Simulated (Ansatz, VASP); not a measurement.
HfO2: VASP beside Ansatz

The input POSCAR:

```
HfO2
1.0
    0.0000000000      2.5525128750      2.5525128750
    2.5525128750      0.0000000000      2.5525128750
    2.5525128750      2.5525128750      0.0000000000
Hf O
1 2
Direct
    0.0000000000      0.0000000000      0.0000000000
    0.2500000000      0.2500000000      0.2500000000
    0.7500000000      0.7500000000      0.7500000000
```

File INCAR.step1:

```
  PREC = Accurate
  ENCUT = 520
  ISMEAR = 0
  SIGMA = 0.02
  LREAL = F
  LASPH = T
  NELM = 60
  NBANDS = 18
  GGA = PE
  ALGO = Normal
  EDIFF = 1E-4
  LWAVE = T
  LCHARG = F
```

The input INCAR.step2:

```
  PREC = Accurate
  ENCUT = 520
  EDIFF = 1E-7
  ISMEAR = 0
  SIGMA = 0.02
  LREAL = F
  LASPH = T
  NELM = 60
  ALGO = Normal
  ISIF = 2
  LWAVE = F
  LCHARG = F
  METAGGA = R2SCAN
  LMIXTAU = T
  NBANDS = 18
  ISTART = 1
```

The input KPOINTS:

```
regular mesh
0
Gamma
  8 8 8
```

Input for Ansatz:

```yaml
crystal:
  lattice:
    - [0.0, 2.552512875, 2.552512875]
    - [2.552512875, 0.0, 2.552512875]
    - [2.552512875, 2.552512875, 0.0]
  atoms:
    - { symbol: Hf, position: [0.0, 0.0, 0.0] }
    - { symbol: O, position: [0.25, 0.25, 0.25] }
    - { symbol: O, position: [0.75, 0.75, 0.75] }
basis:
  ecutwfc: 500
kpoints:
  mp_grid: { grid: [8, 8, 8] }
hamiltonian:
  xc: r2scan
scf:
  occupations: { method: gaussian, width: 0.02 }
output:
  forces: true
  stress: true
  eigenvalues: true
```

Alike in both runs: task single point; functional r2SCAN; k mesh 8 × 8 × 8; occupations gaussian, width 0.02 eV; no spin polarisation.

|  | VASP | Ansatz |
| --- | --- | --- |
| version | VASP 6.6.1 | Ansatz 0.2.0 |
| potentials or method | VASP PAW PBE potentials, release 64 (Hf_pv, O), cutoff 520 eV | scalar-relativistic, plane waves, PAW |
| valence electrons in the cell | 22 | 38 |

```csv
,VASP,Ansatz,Ansatz less VASP
gap on the k mesh at the Fermi level (eV),4.23,4.23,-0.004
least direct gap on the mesh (eV),4.23,4.23,-0.004
pressure (GPa),-10.7,-7.0,+3.71
```

VASP's potentials were made for PBE, not for r2SCAN. VASP's potentials hold 22 valence electrons a cell and Ansatz's 38, so a difference there can come from the potentials and not from the codes.

Neither program's run includes spin-orbit coupling.
